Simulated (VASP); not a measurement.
# PbO (P4mm) in VASP: a series of runs

Runs on PbO. Level: LDA. Tasks: single point.

Everything below comes from runs of VASP 6.6.1. Logs are shortened: lines on timing, memory, paths and dates and some standing lists are left out, and cuts for length are marked.

### Step 1. The cell of the first run

Symmetry: P4mm, No. 99, tetragonal system. The conventional cell has a = 3.974 Å, b = 3.974 Å, c = 5.022 Å, α = 90.00°, β = 90.00°, γ = 90.00°. Pb (site symmetry 4mm) has 4 O at 2.42 Å within 3.2 Å. Pb (site symmetry 4mm) has 4 O at 2.22 Å within 2.9 Å. Within 2.9 Å of O (site symmetry 2mm) lie 4 Pb at 2.22 to 2.42 Å and 4 O at 2.81 Å.

### Step 2. Single point, LDA (all O atoms moved -0.200 Å, as atom 3 along Cartesian [0 0 1])

File INCAR:

```
SYSTEM = PbO
  PREC = Accurate
  ENCUT = 520
  EDIFF = 1E-6
  ISMEAR = 0
  SIGMA = 0.05
  LREAL = .FALSE.
  LASPH = .TRUE.
  NELM = 80
  ALGO = Normal
  ISIF = 2
  LWAVE = .FALSE.
  LCHARG = .FALSE.
  NBANDS = 28
```

File KPOINTS:

```
Automatic mesh
0
G
  8 8 6
  0 0 0
```

File POSCAR:

```
PbO
1.0
    3.9744000000      0.0000000000      0.0000000000
    0.0000000000      3.9744000000      0.0000000000
    0.0000000000      0.0000000000      5.0220000000
Pb O
2 2
Direct
    0.0000000000      0.5000000000      0.2351000000
    0.5000000000      0.0000000000      0.7649000000
    0.0000000000      0.0000000000     -0.0398247710
    0.5000000000      0.5000000000     -0.0398247710
```

Potentials or basis: VASP PAW LDA potentials, release 64 (Pb_d, O).

Run with:

```sh
$ cat potpaw_LDA.64/Pb_d/POTCAR potpaw_LDA.64/O/POTCAR > POTCAR
$ mpirun -np 1 vasp_std > vasp.out
```

OUTCAR:

```text
SYSTEM = PbO
   PREC = Accurate
   ENCUT = 520
   EDIFF = 1E-6
   ISMEAR = 0
   LREAL = .FALSE.
   LASPH = .TRUE.
   NELM = 80
   ISIF = 2

 ion  position               nearest neighbor table
   1  0.000  0.500  0.235-   3 2.42   4 2.42   3 2.42   4 2.42   2 3.67   2 3.67   2 3.67   2 3.67
                             2 3.87   2 3.87   2 3.87   2 3.87
   2  0.500  0.000  0.765-   3 2.22   4 2.22   4 2.22   3 2.22   1 3.67   1 3.67   1 3.67   1 3.67
                             1 3.87   1 3.87   1 3.87   1 3.87
   3  0.000  0.000  0.960-   2 2.22   2 2.22   1 2.42   1 2.42
   4  0.500  0.500  0.960-   2 2.22   2 2.22   1 2.42   1 2.42

  LATTYP: Found a simple tetragonal cell.
 ALAT       =     3.9744000000
 C/A-ratio  =     1.2635869565

  Lattice vectors:

 A1 = (   3.9744000000,   0.0000000000,   0.0000000000)
 A2 = (   0.0000000000,   3.9744000000,   0.0000000000)
 A3 = (   0.0000000000,   0.0000000000,   5.0220000000)

Analysis of symmetry for initial positions (statically):
=====================================================================
 Subroutine PRICEL returns:
 Original cell was already a primitive cell.

 Routine SETGRP: Setting up the symmetry group for a
 simple tetragonal supercell.

 Subroutine GETGRP returns: Found  8 space group operations
 (whereof  4 operations were pure point group operations)
 out of a pool of 16 trial point group operations.

The static configuration has the point symmetry C_2v.
 The point group associated with its full space group is C_4v.

Analysis of symmetry for dynamics (positions and initial velocities):
=====================================================================
 Subroutine PRICEL returns:
 Original cell was already a primitive cell.

 Routine SETGRP: Setting up the symmetry group for a
 simple tetragonal supercell.

 Subroutine GETGRP returns: Found  8 space group operations
 (whereof  4 operations were pure point group operations)
 out of a pool of 16 trial point group operations.

The dynamic configuration has the point symmetry C_2v.
 The point group associated with its full space group is C_4v.

 Subroutine INISYM returns: Found  8 space group operations
 (whereof  4 operations are pure point group operations),
 and found     1 'primitive' translations

----------------------------------------------------------------------------------------

                                     Primitive cell

  volume of cell :      79.3268

  direct lattice vectors                    reciprocal lattice vectors
     3.974400000  0.000000000  0.000000000     0.251610306  0.000000000  0.000000000
     0.000000000  3.974400000  0.000000000     0.000000000  0.251610306  0.000000000
     0.000000000  0.000000000  5.022000000     0.000000000  0.000000000  0.199123855

  length of vectors
     3.974400000  3.974400000  5.022000000     0.251610306  0.251610306  0.199123855

  position of ions in fractional coordinates (direct lattice)
     0.000000000  0.500000000  0.235100000
     0.500000000  0.000000000  0.764900000
     0.000000000  0.000000000  0.960175229
     0.500000000  0.500000000  0.960175229

  ion indices of the primitive-cell ions
   primitive index   ion index
                 1           1
                 2           2
                 3           3
                 4           4

----------------------------------------------------------------------------------------

 KPOINTS: Automatic mesh

Automatic generation of k-mesh.
 Grid dimensions read from file:
 generate k-points for:    8    8    6

 Generating k-lattice:

  Cartesian coordinates                     Fractional coordinates (reciprocal lattice)
     0.031451288  0.000000000  0.000000000     0.125000000  0.000000000  0.000000000
     0.000000000  0.031451288  0.000000000     0.000000000  0.125000000  0.000000000
     0.000000000  0.000000000  0.033187309     0.000000000  0.000000000  0.166666667

  Length of vectors
     0.031451288  0.031451288  0.033187309

  Shift w.r.t. Gamma in fractional coordinates (k-lattice)
     0.000000000  0.000000000  0.000000000

 Subroutine IBZKPT returns following result:
 ===========================================

 Found     60 irreducible k-points:

 Following reciprocal coordinates:
            Coordinates               Weight
  0.000000  0.000000  0.000000      1.000000
  0.125000  0.000000  0.000000      4.000000
  0.250000  0.000000  0.000000      4.000000
  0.375000  0.000000  0.000000      4.000000
  0.500000  0.000000  0.000000      2.000000
  0.125000  0.125000  0.000000      4.000000
[... 16 lines left out ...]
  0.375000  0.125000  0.166667     16.000000
  0.500000  0.125000  0.166667      8.000000
 [... further k-points ...]
   k-points           NKPTS =     60   k-points in BZ     NKDIM =     60   number of bands    NBANDS=     28
   number of dos      NEDOS =    301   number of ions     NIONS =      4
   total plane-waves  NPLWV =  36000
[... 31 lines left out ...]
   EFERMI_NEDOS =   21; number of points for ismear=-14 and -15
   IALGO  =     38    algorithm
   IMIX   =      4    mixing-type and parameters
     AMIX     =   0.40;   BMIX     =  1.00
     AMIX_MAG =   1.60;   BMIX_MAG =  1.00
  volume/ion in A,a.u.               =      19.83       133.83
  Fermi-wavevector in a.u.,A,eV,Ry     =   1.303031  2.462372 23.101207  1.697891
  Thomas-Fermi vector in A             =   2.434060
   LORBIT       =      0    0 simple, 1 ext, 2 COOP (PROOUT), +10 PAW based schemes
   GGA     = CA    functional components
   LHFCALC =     F    Hartree Fock is set to
   AEXX    =    0.0000 exact exchange contribution
   IVDW    =     0    specifies the selected vdW correction
   LEPSILON=     F    determine dielectric tensor
   LRPA    =     F    only Hartree local field effects (RPA)
 non-spin polarized calculation
 Gauss-broadening in eV      SIGMA  =   0.05
  energy-cutoff  :      520.00
  volume of cell :       79.33
 maximum number of plane-waves:      2171
 NGX is ok and might be reduce to    30
   NGX = 15   NGY = 15   NGZ = 19

 number of electron      39.9999998 magnetization

 Free energy of the ion-electron system (eV)
  ---------------------------------------------------
  ext. energy  EPLUGINS =         0.00000000
  ---------------------------------------------------
  free energy    TOTEN  =       -24.06545134 eV

  energy without entropy =      -24.06545134  energy(sigma->0) =      -24.06545134

 E-fermi :   5.1633     XC(G=0): -10.3059

 val. band max:        4.8696075385   @ k =   0.1250   0.1250   0.0000
 cond. band min:       5.9330253427   @ k =   0.5000   0.5000   0.0000
 fundamental gap:      1.0634178043
 Fermi energy:         5.1632941237

 k-point     1 :       0.0000    0.0000    0.0000
  band No.  band energies     occupation
      1     -13.4341      2.00000
      2     -12.9464      2.00000
      3     -11.2884      2.00000
      4     -11.2884      2.00000
      5     -11.2620      2.00000
      6     -11.2387      2.00000
[... 20 lines left out ...]
     27      12.2502      0.00000
     28      12.8455      0.00000

 k-point     2 :       0.1250    0.0000    0.0000
  band No.  band energies     occupation
      1     -13.3957      2.00000
      2     -12.9486      2.00000
      3     -11.2881      2.00000
      4     -11.2851      2.00000
      5     -11.2536      2.00000
      6     -11.2427      2.00000
[... 20 lines left out ...]
     27      12.5156      0.00000
     28      13.8805      0.00000

 k-point     3 :       0.2500    0.0000    0.0000
  band No.  band energies     occupation
      1     -13.3014      2.00000
      2     -12.9577      2.00000
      3     -11.2773      2.00000
      4     -11.2772      2.00000
      5     -11.2522      2.00000
      6     -11.2275      2.00000
[... 20 lines left out ...]
     27      12.7962      0.00000
     28      15.6663      0.00000

 k-point     4 :       0.3750    0.0000    0.0000
  band No.  band energies     occupation
      1     -13.2023      2.00000
      2     -12.9752      2.00000
      3     -11.2698      2.00000
      4     -11.2628      2.00000
      5     -11.2610      2.00000
      6     -11.1882      2.00000
[... 578 lines left out ...]
     27      13.7694      0.00000
     28      15.0764      0.00000

 k-point    23 :       0.3750    0.1250    0.1667
  band No.  band energies     occupation
      1     -13.1778      2.00000
      2     -12.9773      2.00000
      3     -11.2820      2.00000
      4     -11.2726      2.00000
      5     -11.2353      2.00000
      6     -11.1677      2.00000
[... 20 lines left out ...]
     27      14.0133      0.00000
     28      14.4817      0.00000

 k-point    24 :       0.5000    0.1250    0.1667
  band No.  band energies     occupation
      1     -13.1361      2.00000
      2     -12.9907      2.00000
      3     -11.2778      2.00000
      4     -11.2770      2.00000
      5     -11.2310      2.00000
      6     -11.1397      2.00000
[... 20 lines left out ...]
     27      14.1777      0.00000
     28      14.2699      0.00000

 [... further k-points ...]
[... 5 lines left out ...]
  --------------------------------------------------------------------------------------
  -------------------------------------------------------------------------------------
  Total       -0.0020969     -0.0020969     -0.9938875      0.0000000      0.0000000      0.0000000
  in kB       -0.0423517     -0.0423517    -20.0737238      0.0000000      0.0000000      0.0000000
  external PRESSURE =      -6.7194758 kB  Pullay stress =       0.0000000 kB

 VOLUME and BASIS-vectors are now :
 -----------------------------------------------------------------------------
  energy-cutoff  :      520.00
  volume of cell :       79.33
      direct lattice vectors                 reciprocal lattice vectors
     3.974400000  0.000000000  0.000000000     0.251610306  0.000000000  0.000000000
     0.000000000  3.974400000  0.000000000     0.000000000  0.251610306  0.000000000
     0.000000000  0.000000000  5.022000000     0.000000000  0.000000000  0.199123855

 POSITION                                       TOTAL-FORCE (eV/Angst)
 -----------------------------------------------------------------------------------
      0.00000      1.98720      1.18067         0.000000      0.000000     -1.413482
      1.98720      0.00000      3.84133         0.000000      0.000000     -1.790628
      0.00000      0.00000      4.82200         0.000000      0.000000      1.602055
      1.98720      1.98720      4.82200         0.000000      0.000000      1.602055
 -----------------------------------------------------------------------------------
    total drift:                                0.000000     -0.000000     -0.000701

  FREE ENERGIE OF THE ION-ELECTRON SYSTEM (eV)
  ---------------------------------------------------
  free  energy   TOTEN  =       -24.0654513366 eV

  energy  without entropy=      -24.0654513366  energy(sigma->0) =      -24.06545134
```

Wall time 64 s (1 thread of AMD EPYC 9R45 (Zen 5), shared host); peak memory 0.2 GiB.

Results:

```yaml
Free_energy: -24.0655 eV
Pressure: -0.7 GPa
Largest_force: 1.791 eV/Å
Band_gap_on_the_k_mesh: 1.06 eV, indirect (least direct gap 2.04 eV)
```

Forces on the atoms (eV/Å):
```
Pb   0.000  0.000 -1.413
Pb   0.000  0.000 -1.791
O    0.000  0.000  1.602
O    0.000  0.000  1.602
```

Stress tensor (GPa, compression positive):
```
 0.00  0.00  0.00
 0.00  0.00  0.00
 0.00  0.00 -2.01
```

Levels at points of the mesh, in eV from the valence-band top:
| k point | band 18 | band 19 | band 20 | band 21 | band 22 | band 23 |
| --- | --- | --- | --- | --- | --- | --- |
| (0.00, 0.00, 0.00) | -1.75 | -1.75 | -0.13 | 2.37 | 5.09 | 5.09 |
| (0.50, 0.00, 0.00) | -2.80 | -1.97 | -1.36 | 2.99 | 3.50 | 5.86 |
| (0.50, 0.50, 0.00) | -1.16 | -1.02 | -0.97 | 1.06 | 1.06 | 4.57 |
| (0.00, 0.00, 0.50) | -1.77 | -1.77 | -0.95 | 1.72 | 3.82 | 3.82 |
| (0.50, 0.00, 0.50) | -2.76 | -1.49 | -0.46 | 2.61 | 3.25 | 5.50 |
| (0.50, 0.50, 0.50) | -1.60 | -1.17 | -0.98 | 3.07 | 3.07 | 4.95 |

Caveat: the cell differs from its parent crystal (all O atoms moved -0.200 Å, as atom 3 along Cartesian [0 0 1]); spin-orbit coupling is left out, which moves the levels of the heavy elements; forces of over 1 eV/Å act on the atoms, so gaps and moduli don't describe the material at rest.

### Step 3. Single point, LDA (all O atoms moved +0.150 Å, as atom 3 along Cartesian [0 0 1])

File INCAR:

```
PREC     = Accurate       # precision mode
ENCUT    = 520            # plane-wave cutoff, eV
EDIFF    = 1E-6           # SCF threshold, eV
ISMEAR   = 0              # smearing method
SIGMA    = 0.05           # smearing width, eV
LREAL    = F              # projectors in reciprocal space
LASPH    = T              # aspherical terms in the spheres
NELM     = 60             # most SCF steps
ALGO     = Normal         # electronic algorithm
ISIF     = 2              # what is computed and relaxed
LWAVE    = F              # write WAVECAR
LCHARG   = F              # write CHGCAR
NBANDS   = 28             # bands
```

File KPOINTS:

```
Automatic mesh
0
Gamma
  8 8 6
```

POSCAR: that of step 2 with these lines changed.

```diff
@@ -10,3 +10,3 @@
     0.5000000000      0.0000000000      0.7649000000
-    0.0000000000      0.0000000000     -0.0398247710
-    0.5000000000      0.5000000000     -0.0398247710
+    0.0000000000      0.0000000000      0.0298685783
+    0.5000000000      0.5000000000      0.0298685783
```

Potentials or basis: VASP PAW LDA potentials, release 64 (Pb_d, O).

Run with:

```sh
$ cat potpaw_LDA.64/Pb_d/POTCAR potpaw_LDA.64/O/POTCAR > POTCAR
$ mpirun -np 1 vasp_std > vasp.out
```

It took 63 s on 1 thread of AMD EPYC 9R45 (Zen 5), shared host; peak memory 0.2 GiB.

Results (log left out):

```
Free energy            : -24.2071 eV
Pressure               : -1.1 GPa
Largest force          : 1.295 eV/Å
Band gap on the k mesh : 1.12 eV, indirect (least direct gap 2.12 eV)
```

Forces in eV/Å, atoms in the order of the input:
```
Pb   0.000  0.000  1.295
Pb   0.000  0.000  1.159
O    0.000  0.000 -1.227
O    0.000  0.000 -1.227
```

Stress tensor (GPa, compression positive):
```
-0.77  0.00  0.00
 0.00 -0.77  0.00
 0.00  0.00 -1.70
```

Levels at points of the mesh, in eV from the valence-band top:
| k point | band 18 | band 19 | band 20 | band 21 | band 22 | band 23 |
| --- | --- | --- | --- | --- | --- | --- |
| (0.00, 0.00, 0.00) | -1.73 | -1.73 | -0.08 | 2.35 | 5.28 | 5.28 |
| (0.50, 0.00, 0.00) | -2.87 | -1.90 | -1.43 | 3.09 | 3.49 | 6.06 |
| (0.50, 0.50, 0.00) | -1.18 | -1.15 | -1.00 | 1.12 | 1.12 | 4.75 |
| (0.00, 0.00, 0.50) | -1.76 | -1.76 | -0.94 | 1.75 | 3.88 | 3.88 |
| (0.50, 0.00, 0.50) | -2.82 | -1.37 | -0.59 | 2.72 | 3.22 | 5.69 |
| (0.50, 0.50, 0.50) | -1.76 | -1.15 | -1.00 | 3.21 | 3.21 | 4.85 |

Caveat: the cell differs from its parent crystal (all O atoms moved +0.150 Å, as atom 3 along Cartesian [0 0 1]); spin-orbit coupling is left out, which moves the levels of the heavy elements; forces of over 1 eV/Å act on the atoms, so gaps and moduli don't describe the material at rest. A k mesh can miss the band edges.

### Step 4. Single point, LDA (all O atoms moved +0.175 Å, as atom 3 along Cartesian [0 0 1])

File INCAR:

```
SYSTEM = PbO
PREC     = Accurate       ! precision mode
ENCUT    = 520            ! plane-wave cutoff, eV
EDIFF    = 1E-6           ! SCF threshold, eV
ISMEAR   = 0              ! smearing method
SIGMA    = 0.05           ! smearing width, eV
LREAL    = .False.        ! projectors in reciprocal space
LASPH    = .True.         ! aspherical terms in the spheres
NELM     = 100            ! most SCF steps
ALGO     = Normal         ! electronic algorithm
ISIF     = 2              ! what is computed and relaxed
LWAVE    = .False.        ! write WAVECAR
LCHARG   = .False.        ! write CHGCAR
NBANDS   = 28             ! bands
```

File KPOINTS:

```
Automatic mesh
0
Gamma
  8 8 6
  0 0 0
```

POSCAR: that of step 3 with these lines changed.

```diff
@@ -10,3 +10,3 @@
     0.5000000000      0.0000000000      0.7649000000
-    0.0000000000      0.0000000000      0.0298685783
-    0.5000000000      0.5000000000      0.0298685783
+    0.0000000000      0.0000000000      0.0348466746
+    0.5000000000      0.5000000000      0.0348466746
```

Run with:

```sh
$ cat potpaw_LDA.64/Pb_d/POTCAR potpaw_LDA.64/O/POTCAR > POTCAR
$ mpirun -np 1 vasp_std > vasp.out
```

Run time: 62 s. Hardware: 1 thread of AMD EPYC 9R45 (Zen 5), shared host; peak memory 0.2 GiB.

Results (log left out):

| Quantity | Value |
| --- | --- |
| Free energy | -24.1410 eV |
| Pressure | -0.9 GPa |
| Largest force | 1.543 eV/Å |
| Band gap on the k mesh | 1.09 eV, indirect (least direct gap 2.08 eV) |

Forces on the atoms (eV/Å):
```
Pb   0.000  0.000  1.543
Pb   0.000  0.000  1.293
O    0.000  0.000 -1.418
O    0.000  0.000 -1.418
```

Stress tensor (GPa, compression positive):
```
-0.41  0.00  0.00
 0.00 -0.41  0.00
 0.00  0.00 -1.85
```

Levels at points of the mesh, in eV from the valence-band top:
```
           k point  band 18  band 19  band 20  band 21  band 22  band 23
(0.00, 0.00, 0.00)    -1.74    -1.74    -0.10     2.36     5.19     5.19
(0.50, 0.00, 0.00)    -2.84    -1.93    -1.39     3.04     3.50     5.96
(0.50, 0.50, 0.00)    -1.16    -1.10    -0.98     1.09     1.09     4.66
(0.00, 0.00, 0.50)    -1.76    -1.76    -0.94     1.74     3.86     3.86
(0.50, 0.00, 0.50)    -2.79    -1.43    -0.52     2.67     3.24     5.59
(0.50, 0.50, 0.50)    -1.68    -1.16    -0.99     3.14     3.14     4.90
```

Caveat: the cell differs from its parent crystal (all O atoms moved +0.175 Å, as atom 3 along Cartesian [0 0 1]); spin-orbit coupling is left out, which moves the levels of the heavy elements; forces of over 1 eV/Å act on the atoms, so gaps and moduli don't describe the material at rest. A k mesh can miss the band edges.

### Step 5. Single point, LDA (all O atoms moved +0.125 Å, as atom 3 along Cartesian [0 0 1])

File INCAR:

```
SYSTEM = PbO
PREC = Accurate ; ENCUT = 520
EDIFF = 1E-6 ; ISMEAR = 0
SIGMA = 0.05 ; LREAL = .FALSE.
LASPH = .TRUE. ; NELM = 100
ALGO = Normal ; ISIF = 2
LWAVE = .FALSE. ; LCHARG = .FALSE.
GGA = CA ; NBANDS = 28
```

File KPOINTS:

```
Automatic mesh
0
G
  8 8 6
  0 0 0
```

POSCAR: that of step 4 with these lines changed.

```diff
@@ -10,3 +10,3 @@
     0.5000000000      0.0000000000      0.7649000000
-    0.0000000000      0.0000000000      0.0348466746
-    0.5000000000      0.5000000000      0.0348466746
+    0.0000000000      0.0000000000      0.0248904819
+    0.5000000000      0.5000000000      0.0248904819
```

Run with:

```sh
$ cat potpaw_LDA.64/Pb_d/POTCAR potpaw_LDA.64/O/POTCAR > POTCAR
$ mpirun -np 1 vasp_std > vasp.out
```

It took 63 s on 1 thread of AMD EPYC 9R45 (Zen 5), shared host; peak memory 0.2 GiB.

The run converged. Its results:

* Free energy: -24.2636 eV
* Pressure: -1.2 GPa
* Largest force: 1.051 eV/Å
* Band gap on the k mesh: 1.14 eV, indirect (least direct gap 2.15 eV)

Forces in eV/Å, atoms in the order of the input:
```
Pb   0.000  0.000  1.051
Pb   0.000  0.000  1.011
O    0.000  0.000 -1.031
O    0.000  0.000 -1.031
```

Stress tensor (GPa, compression positive):
```
-1.07  0.00  0.00
 0.00 -1.07  0.00
 0.00  0.00 -1.58
```

Levels at points of the mesh, in eV from the valence-band top:
| k point | band 16 | band 17 | band 18 | band 19 | band 20 | band 21 | band 22 | band 23 | band 24 | band 25 |
| --- | --- | --- | --- | --- | --- | --- | --- | --- | --- | --- |
| (0.00, 0.00, 0.00) | -4.40 | -1.73 | -1.73 | -1.73 | -0.05 | 2.34 | 5.29 | 5.37 | 5.37 | 6.80 |
| (0.50, 0.00, 0.00) | -3.28 | -3.25 | -2.90 | -1.86 | -1.47 | 3.14 | 3.47 | 6.16 | 6.20 | 6.70 |
| (0.50, 0.50, 0.00) | -3.50 | -1.99 | -1.26 | -1.14 | -1.01 | 1.14 | 1.14 | 4.83 | 5.49 | 7.80 |
| (0.00, 0.00, 0.50) | -4.24 | -1.77 | -1.75 | -1.75 | -0.94 | 1.77 | 3.91 | 3.91 | 4.21 | 8.73 |
| (0.50, 0.00, 0.50) | -3.68 | -3.27 | -2.86 | -1.31 | -0.65 | 2.78 | 3.20 | 5.79 | 6.80 | 7.01 |
| (0.50, 0.50, 0.50) | -3.95 | -2.60 | -1.84 | -1.14 | -1.01 | 3.28 | 3.28 | 4.80 | 4.80 | 5.55 |

Caveat: the cell differs from its parent crystal (all O atoms moved +0.125 Å, as atom 3 along Cartesian [0 0 1]); spin-orbit coupling is left out, which moves the levels of the heavy elements; forces of over 1 eV/Å act on the atoms, so gaps and moduli don't describe the material at rest.
